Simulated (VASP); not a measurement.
# C in VASP: notebook

Runs on C. Level: PBE+D3(BJ). Tasks: single point.

Program: VASP 6.6.1. These are calculated values, not measurements. Logs are shortened: lines on timing, memory, paths and dates and some standing lists are left out, and cuts for length are marked.

## (1) The cell of the first run

The cell holds a slab with vacuum, 4 atoms: a = 2.656 Å, b = 2.656 Å, c = 20.616 Å, α = 90.00°, β = 90.00°, γ = 120.00°.

## (2) Single point, PBE+D3(BJ)

Input file INCAR:

```
PREC = Accurate
ENCUT = 600
EDIFF = 1E-6
ISMEAR = 0
SIGMA = 0.15
LREAL = F
LASPH = T
NELM = 120
ALGO = Normal
ISIF = 2
LWAVE = F
LCHARG = F
GGA = PE
IVDW = 12
NBANDS = 16
GGA_COMPAT = F
```

Input file KPOINTS:

```
Automatic mesh
0
Gamma
  24 24 4
```

Input file POSCAR:

```
C
1.0
    2.6556292947      0.0000000000      0.0000000000
   -1.3278146473      2.2998424323      0.0000000000
    0.0000000000      0.0000000000     20.6156079493
C
4
Direct
    0.0000000000      0.0000000000      0.5711557753
    0.0000000000      0.0000000000      0.4288442247
    0.3333333333      0.6666666667      0.4288237756
    0.6666666667      0.3333333333      0.5711762244
```

Potentials or basis: VASP PAW PBE potentials, release 64 (C).

Command:

```console
$ cat potpaw_PBE.64/C/POTCAR > POTCAR
$ mpirun -np 1 vasp_std > vasp.out
```

OUTCAR:

```text
PREC = Accurate
   ENCUT = 600
   EDIFF = 1E-6
   ISMEAR = 0
   LREAL = F
   LASPH = T
   NELM = 120
   ISIF = 2
   GGA = PE
   IVDW = 12
 IVDW          = 12

 ion  position               nearest neighbor table
   1  0.000  0.000  0.571-   4 1.53   4 1.53   4 1.53
   2  0.000  0.000  0.429-   3 1.53   3 1.53   3 1.53
   3  0.333  0.667  0.429-   2 1.53   2 1.53   2 1.53
   4  0.667  0.333  0.571-   1 1.53   1 1.53   1 1.53

  LATTYP: Found a hexagonal cell.
 ALAT       =     2.6556292947
 C/A-ratio  =     7.7629840846

  Lattice vectors:

 A1 = (   2.6556292947,   0.0000000000,   0.0000000000)
 A2 = (  -1.3278146473,   2.2998424323,   0.0000000000)
 A3 = (   0.0000000000,   0.0000000000,  20.6156079493)

Analysis of symmetry for initial positions (statically):
=====================================================================
 Subroutine PRICEL returns:
 Original cell was already a primitive cell.

 Routine SETGRP: Setting up the symmetry group for a
 hexagonal supercell.

 Subroutine GETGRP returns: Found 12 space group operations
 (whereof 12 operations were pure point group operations)
 out of a pool of 24 trial point group operations.

The static configuration has the point symmetry D_3d.

Analysis of symmetry for dynamics (positions and initial velocities):
=====================================================================
 Subroutine PRICEL returns:
 Original cell was already a primitive cell.

 Routine SETGRP: Setting up the symmetry group for a
 hexagonal supercell.

 Subroutine GETGRP returns: Found 12 space group operations
 (whereof 12 operations were pure point group operations)
 out of a pool of 24 trial point group operations.

The dynamic configuration has the point symmetry D_3d.

 Subroutine INISYM returns: Found 12 space group operations
 (whereof 12 operations are pure point group operations),
 and found     1 'primitive' translations

----------------------------------------------------------------------------------------

                                     Primitive cell

  volume of cell :     125.9104

  direct lattice vectors                    reciprocal lattice vectors
     2.655629295  0.000000000  0.000000000     0.376558581  0.217406198  0.000000000
    -1.327814647  2.299842432  0.000000000     0.000000000  0.434812397  0.000000000
     0.000000000  0.000000000 20.615607949     0.000000000  0.000000000  0.048506937

  length of vectors
     2.655629295  2.655629295 20.615607949     0.434812397  0.434812397  0.048506937

  position of ions in fractional coordinates (direct lattice)
     0.000000000  0.000000000  0.571155775
     0.000000000  0.000000000  0.428844225
     0.333333333  0.666666667  0.428823776
     0.666666667  0.333333333  0.571176224

  ion indices of the primitive-cell ions
   primitive index   ion index
                 1           1
                 2           2
                 3           3
                 4           4

----------------------------------------------------------------------------------------

 KPOINTS: Automatic mesh

Automatic generation of k-mesh.
 Grid dimensions read from file:
 generate k-points for:   24   24    4

 Generating k-lattice:

  Cartesian coordinates                     Fractional coordinates (reciprocal lattice)
     0.015689941  0.009058592  0.000000000     0.041666667  0.000000000  0.000000000
     0.000000000  0.018117183  0.000000000     0.000000000  0.041666667  0.000000000
     0.000000000  0.000000000  0.012126734     0.000000000  0.000000000  0.250000000

  Length of vectors
     0.018117183  0.018117183  0.012126734

  Shift w.r.t. Gamma in fractional coordinates (k-lattice)
     0.000000000  0.000000000  0.000000000

 Subroutine IBZKPT returns following result:
 ===========================================

 Found    231 irreducible k-points:

 Following reciprocal coordinates:
            Coordinates               Weight
  0.000000  0.000000  0.000000      1.000000
  0.041667  0.000000  0.000000      6.000000
  0.083333 -0.000000  0.000000      6.000000
  0.125000 -0.000000  0.000000      6.000000
  0.166667 -0.000000  0.000000      6.000000
  0.208333  0.000000  0.000000      6.000000
[... 16 lines left out ...]
  0.416667  0.041667  0.000000     12.000000
  0.458333  0.041667  0.000000     12.000000
 [... further k-points ...]
   k-points           NKPTS =    231   k-points in BZ     NKDIM =    231   number of bands    NBANDS=     16
   number of dos      NEDOS =    301   number of ions     NIONS =      4
   total plane-waves  NPLWV =  96768
   dimension x,y,z NGX =    24 NGY =   24 NGZ =  168
   dimension x,y,z NGXF=    48 NGYF=   48 NGZF=  336
   ions per type =               4
   NGX,Y,Z   is equivalent  to a cutoff of  15.02, 15.02, 13.55 a.u.
   NGXF,Y,Z  is equivalent  to a cutoff of  30.05, 30.05, 27.10 a.u.
 SYSTEM =  unknown system
   PREC   = accura    normal or accurate (medium, high low for compatibility)
   ISTART =      0    job   : 0-new  1-cont  2-samecut
   ICHARG =      2    charge: 1-file 2-atom 10-const
   ISPIN  =      1    spin polarized calculation?
   LNONCOLLINEAR =      F non collinear calculations
   LSORBIT =      F    spin-orbit coupling
   LASPH  =      T    aspherical Exc in radial PAW
   ENCUT  =  600.0 eV  44.10 Ry    6.64 a.u.   5.30  5.30 41.17*2*pi/ulx,y,z
   NELM   =    120;   NELMIN=  2; NELMDL= -5     # of ELM steps
   EDIFF  = 0.1E-05   stopping-criterion for ELM
   LREAL  =      F    real-space projection
   EDIFFG = 0.1E-04   stopping-criterion for IOM
   NSW    =      0    number of steps for IOM
   IBRION =     -1    ionic relax: 0-MD 1-quasi-New 2-CG
   NFREE  =      0    steps in history (QN), initial steepest desc. (CG)
   ISIF   =      2    stress and relaxation
   ISYM   =      2    0-nonsym 1-usesym 2-fastsym
   POTIM  = 0.5000    time-step for ionic-motion
   TEBEG  =    0.0;   TEEND  =   0.0 temperature during run
   PSTRESS=    0.0 pullay stress
   NELECT =      16.0000    total number of electrons
   NUPDOWN=      -1.0000    fix difference up-down
   EMIN   =  10.00;   EMAX   =-10.00  energy-range for DOS
   EFERMI =   0.00;   METHOD = LEGACY
   ISMEAR =     0;   SIGMA  =   0.15  broadening in eV -4-tet -1-fermi 0-gaus
   EFERMI_NEDOS =   21; number of points for ismear=-14 and -15
   IALGO  =     38    algorithm
   IMIX   =      4    mixing-type and parameters
     AMIX     =   0.40;   BMIX     =  1.00
     AMIX_MAG =   1.60;   BMIX_MAG =  1.00
  volume/ion in A,a.u.               =      31.48       212.42
  Fermi-wavevector in a.u.,A,eV,Ry     =   0.823053  1.555344  9.216799  0.677416
  Thomas-Fermi vector in A             =   1.934495
   LORBIT       =      0    0 simple, 1 ext, 2 COOP (PROOUT), +10 PAW based schemes
   GGA     = PE    functional components
   LHFCALC =     F    Hartree Fock is set to
   AEXX    =    0.0000 exact exchange contribution
   IVDW    =    12    specifies the selected vdW correction
   LEPSILON=     F    determine dielectric tensor
   LRPA    =     F    only Hartree local field effects (RPA)
 non-spin polarized calculation
 Gauss-broadening in eV      SIGMA  =   0.15
  energy-cutoff  :      600.00
  volume of cell :      125.91
 maximum number of plane-waves:      4245
 NGX is ok and might be reduce to    24

 number of electron      16.0000000 magnetization

 Free energy of the ion-electron system (eV)
  ---------------------------------------------------
  ext. energy  EPLUGINS =         0.00000000
  ---------------------------------------------------
  free energy    TOTEN  =       -35.45969333 eV

  energy without entropy =      -35.45896776  energy(sigma->0) =      -35.45933054

 E-fermi :  -2.2219     XC(G=0):  -3.5614

 val. band max:       -2.2302989111   @ k =   0.3333   0.3333   0.0000
 cond. band min:      -1.8796766296   @ k =   0.3333   0.2917   0.5000
 fundamental gap:      0.3506222815
 Fermi energy:        -2.2218654853

 k-point     1 :       0.0000    0.0000    0.0000
  band No.  band energies     occupation
      1     -20.2223      2.00000
      2     -19.7965      2.00000
      3      -9.2870      2.00000
      4      -7.4355      2.00000
      5      -5.2693      2.00000
      6      -5.2693      2.00000
[... 8 lines left out ...]
     15       4.7628      0.00000
     16       4.8175      0.00000

 k-point     2 :       0.0417    0.0000    0.0000
  band No.  band energies     occupation
      1     -20.1860      2.00000
      2     -19.7612      2.00000
      3      -9.2452      2.00000
      4      -7.3965      2.00000
      5      -5.4342      2.00000
      6      -5.3792      2.00000
[... 8 lines left out ...]
     15       4.8374      0.00000
     16       4.8668      0.00000

 k-point     3 :       0.0833   -0.0000    0.0000
  band No.  band energies     occupation
      1     -20.0775      2.00000
      2     -19.6550      2.00000
      3      -9.1201      2.00000
      4      -7.2800      2.00000
      5      -5.8976      2.00000
      6      -5.8221      2.00000
[... 8 lines left out ...]
     15       4.9590      0.00000
     16       5.2778      0.00000

 k-point     4 :       0.1250   -0.0000    0.0000
  band No.  band energies     occupation
      1     -19.8970      2.00000
      2     -19.4784      2.00000
      3      -8.9125      2.00000
      4      -7.0876      2.00000
      5      -6.5876      2.00000
      6      -6.4867      2.00000
[... 8 lines left out ...]
     15       5.1954      0.00000
     16       5.6487      0.00000
[... 324 lines left out ...]
 k-point    22 :       0.3750    0.0417    0.0000
  band No.  band energies     occupation
      1     -17.0439      2.00000
      2     -16.6996      2.00000
      3     -12.6809      2.00000
      4     -12.4344      2.00000
      5      -7.9591      2.00000
      6      -7.8345      2.00000
[... 8 lines left out ...]
     15       7.4379      0.00000
     16       8.3796      0.00000

 k-point    23 :       0.4167    0.0417    0.0000
  band No.  band energies     occupation
      1     -16.4186      2.00000
      2     -16.1086      2.00000
      3     -13.4995      2.00000
      4     -13.2563      2.00000
      5      -8.0942      2.00000
      6      -7.9678      2.00000
[... 8 lines left out ...]
     15       8.4107      0.00000
     16       9.3066      0.00000

 k-point    24 :       0.4583    0.0417    0.0000
  band No.  band energies     occupation
      1     -15.8733      2.00000
      2     -15.6513      2.00000
      3     -14.0733      2.00000
      4     -13.8996      2.00000
      5      -8.1624      2.00000
      6      -8.0351      2.00000
[... 8 lines left out ...]
     15       9.2660      0.00000
     16       9.4642      0.00000

 [... further k-points ...]

------------------------ aborting loop because EDIFF is reached ----------------------------------------

 Edisp (eV)   -0.47448

 E8    (eV) :    -0.1445

  FORCE on cell =-STRESS in cart. coord.  units (eV):
  Direction    XX          YY          ZZ          XY          YZ          ZX
  --------------------------------------------------------------------------------------
  -------------------------------------------------------------------------------------
  Total     -17.29479   -17.29479     1.07346    -0.00000     0.00000     0.00000
  in kB    -220.07171  -220.07171    13.65948    -0.00000     0.00000     0.00000
  external pressure =     -142.16 kB  Pullay stress =        0.00 kB

 VOLUME and BASIS-vectors are now :
 -----------------------------------------------------------------------------
  energy-cutoff  :      600.00
  volume of cell :      125.91
      direct lattice vectors                 reciprocal lattice vectors
     2.655629295  0.000000000  0.000000000     0.376558581  0.217406198  0.000000000
    -1.327814647  2.299842432  0.000000000     0.000000000  0.434812397  0.000000000
     0.000000000  0.000000000 20.615607949     0.000000000  0.000000000  0.048506937

 POSITION                                       TOTAL-FORCE (eV/Angst)
 -----------------------------------------------------------------------------------
      0.00000      0.00000     11.77472         0.000000      0.000000      0.149398
      0.00000      0.00000      8.84088        -0.000000      0.000000     -0.149398
     -0.00000      1.53323      8.84046         0.000000     -0.000000     -0.237827
      1.32781      0.76661     11.77515         0.000000      0.000000      0.237827
 -----------------------------------------------------------------------------------
    total drift:                               -0.000000      0.000000      0.000000

  FREE ENERGIE OF THE ION-ELECTRON SYSTEM (eV)
  ---------------------------------------------------
  free  energy   TOTEN  =       -35.9341685519 eV

  energy  without entropy=      -35.9334429850  energy(sigma->0) =      -35.93380577
```

It took 6.1 min on 1 thread of Intel Xeon 6975P-C (Granite Rapids), shared host; peak memory 0.6 GiB.

Results:

```yaml
Free_energy: -35.9342 eV
Largest_force: 0.238 eV/Å
Band_gap_on_the_k_mesh: zero (filled and empty bands touch)
Dispersion_energy_per_atom: -0.119 eV
```

Forces on the atoms (eV/Å):
```
C    0.000  0.000  0.149
C    0.000  0.000 -0.149
C    0.000  0.000 -0.238
C    0.000  0.000  0.238
```

## (3) Single point, PBE+D3(BJ)

This run uses another cell than the first one, of the same volume but with other edges.

Input file INCAR:

```
SYSTEM = C
  PREC = Accurate
  ENCUT = 600
  EDIFF = 1E-6
  ISMEAR = 0
  SIGMA = 0.15
  LREAL = .FALSE.
  LASPH = .TRUE.
  NELM = 120
  ALGO = Normal
  ISIF = 2
  LWAVE = .FALSE.
  LCHARG = .FALSE.
  GGA = PE
  IVDW = 12
  NBANDS = 16
  GGA_COMPAT = .FALSE.
```

Input file KPOINTS:

```
regular mesh
0
G
  24 24 4
  0 0 0
```

Input file POSCAR:

```
C
1.0
    2.2588271321      0.0000000000      0.0000000000
   -1.1294135661      1.9562016792      0.0000000000
    0.0000000000      0.0000000000     28.4947634997
C
4
Direct
    0.0000000000      0.0000000000      0.5711557753
    0.0000000000      0.0000000000      0.4288442247
    0.3333333333      0.6666666667      0.4288237756
    0.6666666667      0.3333333333      0.5711762244
```

Potentials or basis: VASP PAW PBE potentials, release 64 (C).

Command:

```console
$ cat potpaw_PBE.64/C/POTCAR > POTCAR
$ mpirun -np 1 vasp_std > vasp.out
```

It took 6.9 min on 1 thread of Intel Xeon 6975P-C (Granite Rapids), shared host; peak memory 0.57 GiB.

The run converged. Its results:

```yaml
Free_energy: -34.8557 eV
Largest_force: 0.033 eV/Å
Band_gap_on_the_k_mesh: zero (filled and empty bands touch)
Dispersion_energy_per_atom: -0.097 eV
```

Forces in eV/Å, atoms in the order of the input:
```
C    0.000  0.000 -0.018
C    0.000  0.000  0.018
C    0.000  0.000  0.033
C    0.000  0.000 -0.033
```

Levels at points of the mesh, in eV from the Fermi level:
```
           k point  band 4  band 5  band 6  band 7  band 8  band 9  band 10  band 11  band 12  band 13
(0.00, 0.00, 0.00)   -9.42   -2.83   -2.83   -2.83   -2.83    2.32     2.83     3.40     3.85     3.92
(0.50, 0.00, 0.00)  -15.06   -7.14   -7.14   -2.97   -2.88    1.69     1.83    10.15    10.18    11.58
(0.00, 0.00, 0.50)   -9.42   -2.83   -2.83   -2.83   -2.83    2.32     2.83     3.46     3.64     4.25
(0.50, 0.00, 0.50)  -15.06   -7.14   -7.14   -2.97   -2.88    1.69     1.83    10.15    10.18    11.58
```

## (4) Single point, PBE+D3(BJ)

This run uses another cell than the first one, of the same volume but with other edges.

Input file INCAR:

```
ALGO = Normal
EDIFF = 1E-6
ENCUT = 600
GGA = PE
GGA_COMPAT = False
ISIF = 2
ISMEAR = 0
IVDW = 12
LASPH = True
LCHARG = False
LREAL = False
LWAVE = False
NBANDS = 16
NELM = 120
PREC = Accurate
SIGMA = 0.15
```

Input file KPOINTS:

```
k-points
0
Gamma
  24 24 4
```

Input file POSCAR:

```
C
1.0
    2.3881772197      0.0000000000      0.0000000000
   -1.1940886098      2.0682221410      0.0000000000
    0.0000000000      0.0000000000     25.4916499032
C
4
Direct
    0.0000000000      0.0000000000      0.5711557753
    0.0000000000      0.0000000000      0.4288442247
    0.3333333333      0.6666666667      0.4288237756
    0.6666666667      0.3333333333      0.5711762244
```

Command:

```console
$ cat potpaw_PBE.64/C/POTCAR > POTCAR
$ mpirun -np 1 vasp_std > vasp.out
```

Run time: 18 min. Hardware: 1 thread of Intel Xeon 8259CL, shared host; peak memory 0.58 GiB.

The run converged. Its results:

```
Free energy                : -37.0415 eV
Largest force              : 0.027 eV/Å
Band gap on the k mesh     : zero (filled and empty bands touch)
Dispersion energy per atom : -0.111 eV
```

Forces on the atoms (eV/Å):
```
C    0.000  0.000 -0.016
C    0.000  0.000  0.016
C    0.000  0.000  0.027
C    0.000  0.000 -0.027
```

Levels at points of the mesh, in eV from the Fermi level:
| k point | band 5 | band 6 | band 7 | band 8 | band 9 | band 10 | band 11 | band 12 |
| --- | --- | --- | --- | --- | --- | --- | --- | --- |
| (0.00, 0.00, 0.00) | -2.99 | -2.99 | -2.99 | -2.99 | 3.05 | 3.47 | 4.00 | 4.63 |
| (0.50, 0.00, 0.00) | -6.69 | -6.68 | -2.67 | -2.45 | 1.60 | 1.86 | 8.29 | 8.40 |
| (0.00, 0.00, 0.50) | -2.99 | -2.99 | -2.99 | -2.99 | 3.05 | 3.46 | 4.05 | 4.44 |
| (0.50, 0.00, 0.50) | -6.69 | -6.68 | -2.67 | -2.45 | 1.60 | 1.86 | 8.29 | 8.40 |

(Continued in part 2 of 2.)
